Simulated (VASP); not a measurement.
Write the native input for VASP 6.6.1 that does the following.

- Task: single point
- Functional: PBE
- Potentials or basis: VASP PAW PBE potentials, release 64 (Zn, S)
- Cutoff: 520 eV
- k mesh: 2 × 2 × 2
- Occupations: gaussian, width 0.01 eV
- Spin: collinear spin
- Starting moments: [0.0, 0.0, 0.0, 0.0, 0.0, 0.0, 0.0, 0.5, 0.0, 0.0, 0.0, 0.5, 0.5, 0.0, 0.5] μB
- Dipole correction: no
- Further INCAR settings: LREAL = Auto; ALGO = Normal; EDIFF = 1e-06; NBANDS = 83

The structure of Zn7S8 (a cell with a defect) lies in POSCAR:

```
Zn7S8
1.0
    0.0000000000      0.0000000000      6.3046430491
   -3.8440669358     -6.6581192403      0.0000000000
    7.6881338714     -0.0000000001      0.0000000000
Zn S
7 8
Direct
   -0.0024046900      0.1700237012      0.3350118506
   -0.0024046900      0.6649881494      0.8299762988
   -0.0024046900      0.6649881494      0.3350118506
    0.5038494059      0.3302015418      0.1604030836
    0.5038494059      0.3302015418      0.6697984582
    0.4984642550      0.8333333333      0.1666666667
    0.5038494059      0.8395969164      0.6697984582
    0.3755404311      0.1666666667      0.8333333333
    0.3745281423      0.1677333753      0.3338666877
    0.3745281423      0.6661333123      0.8322666247
    0.3745281423      0.6661333123      0.3338666877
    0.8744190438      0.3345156146      0.1690312293
    0.8744190438      0.3345156146      0.6654843854
    0.8745529343      0.8333333333      0.1666666667
    0.8744190438      0.8309687707      0.6654843854
```

This cell differs from its parent crystal: atoms taken out, then relaxed in part.

These files were run (other wordings do the same):

INCAR

```
PREC     = Accurate       # precision mode
ENCUT    = 520            # plane-wave cutoff, eV
EDIFF    = 1E-6           # SCF threshold, eV
ISMEAR   = 0              # smearing method
SIGMA    = 0.01           # smearing width, eV
LREAL    = Auto         
LASPH    = True           # aspherical terms in the spheres
NELM     = 150            # most SCF steps
ALGO     = Normal         # electronic algorithm
ISIF     = 2              # what is computed and relaxed
LWAVE    = False          # write WAVECAR
LCHARG   = False          # write CHGCAR
ISPIN    = 2              # spin polarisation
MAGMOM   = 0 0 0 0 0 0 0 0.5 0 0 0 0.5 0.5 0 0.5 # initial moments
LORBIT   = 11             # projections on sites
GGA      = PE             # functional
NBANDS   = 83             # bands
```

KPOINTS

```
regular mesh
0
Gamma
  2 2 2
```

Potentials or basis: VASP PAW PBE potentials, release 64 (Zn, S).

Launch:

```sh
$ cat potpaw_PBE.64/Zn/POTCAR potpaw_PBE.64/S/POTCAR > POTCAR
$ mpirun -np 1 vasp_std > vasp.out
```

Results of the run:

- Pressure: -1.0 GPa
- Largest force: 0.028 eV/Å
- Net moment: 1.25 μB per cell
- Site moments: Zn +0.01, -0.00 (each value once); S +0.11, +0.00, +0.22 (each value once) μB
- Valence electrons inside the program's atomic spheres: Zn 10.76; S 3.70, 3.73, 3.68 (each value once)

Caveat: the k points lie up to 0.50 Å⁻¹ apart; the cell differs from its parent crystal (atoms taken out, then relaxed in part); a moment this small can come from the mesh or the smearing.

Wall time 8.1 min on 1 thread of Intel Xeon 8259CL, on a shared host, peak memory 0.6 GiB.
